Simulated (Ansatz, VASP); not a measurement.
Two plane-wave programs on CdSe

Contents of POSCAR:

```
CdSe
1.0
    4.3400420308      0.0000000000      0.0000000000
   -2.1700210154      3.7585866521      0.0000000000
    0.0000000000      0.0000000000      7.0777367860
Cd Se
2 2
Direct
    0.3333333333      0.6666666667      0.0045374022
    0.6666666667      0.3333333333      0.5045374022
    0.3333333333      0.6666666667      0.3804625978
    0.6666666667      0.3333333333      0.8804625978
```

Contents of INCAR.step1:

```
PREC = Accurate
ENCUT = 520
ISMEAR = 0
SIGMA = 0.01
LREAL = False
LASPH = True
NELM = 100
NBANDS = 26
GGA = PE
ALGO = Normal
EDIFF = 1E-4
LWAVE = True
LCHARG = False
```

Contents of INCAR.step2:

```
PREC = Accurate
ENCUT = 520
EDIFF = 1E-7
ISMEAR = 0
SIGMA = 0.01
LREAL = False
LASPH = True
NELM = 100
ALGO = Normal
ISIF = 2
LWAVE = False
LCHARG = False
METAGGA = R2SCAN
LMIXTAU = True
NBANDS = 26
ISTART = 1
```

The input KPOINTS:

```
regular mesh
0
Gamma
  6 6 4
```

Input for Ansatz:

```yaml
crystal:
  lattice:
    - [4.34004203077, 0.0, 0.0]
    - [-2.17002101539, 3.75858665214, 0.0]
    - [0.0, 0.0, 7.07773678598]
  atoms:
    - { symbol: Cd, position: [0.333333333333, 0.666666666667, 0.004537402161] }
    - { symbol: Cd, position: [0.666666666667, 0.333333333333, 0.504537402161] }
    - { symbol: Se, position: [0.333333333333, 0.666666666667, 0.380462597839] }
    - { symbol: Se, position: [0.666666666667, 0.333333333333, 0.880462597839] }
kpoints:
  mp_grid: { grid: [6, 6, 4] }
scf:
  occupations: { method: fixed }
  convergence: { dr2_threshold: 1.0e-10 }
hamiltonian:
  xc: r2scan
  pseudopotentials: { kind: paw }
output:
  forces: true
  stress: true
  eigenstates:
    kpoints:
      - [0.0, 0.0, 0.0]
      - [0.0, 0.0, -0.5]
      - [-0.5, 0.0, 0.0]
      - [-0.5, 0.5, 0.0]
      - [0.0, -0.5, 0.0]
      - [-0.5, 0.0, -0.5]
      - [-0.5, 0.5, -0.5]
      - [0.0, -0.5, -0.5]
  eigenvalues: true
```

Change from the starting cell: unstrained.

Alike in both runs: task single point; functional r2SCAN; k mesh 6 × 6 × 4; no spin polarisation.

|  | VASP | Ansatz |
| --- | --- | --- |
| version | VASP 6.6.1 | Ansatz 0.2.0 |
| potentials or method | VASP PAW PBE potentials, release 64 (Cd, Se) | PAW with Ansatz's default frozen-core files, scalar-relativistic |
| plane-wave cutoff (eV) | 520 | 500 |
| occupations | gaussian, width 0.01 eV | fixed |
| valence electrons in the cell | 36 | 72 |

```tsv
	VASP	Ansatz	Ansatz less VASP
gap on the k mesh at the Fermi level (eV)	1.09	1.10	+0.011
pressure (GPa)	0.3	0.0	-0.24
```

VASP's potentials were made for PBE, not for r2SCAN. VASP's potentials hold 36 valence electrons a cell and Ansatz's 72, so a difference there can come from the potentials and not from the codes.
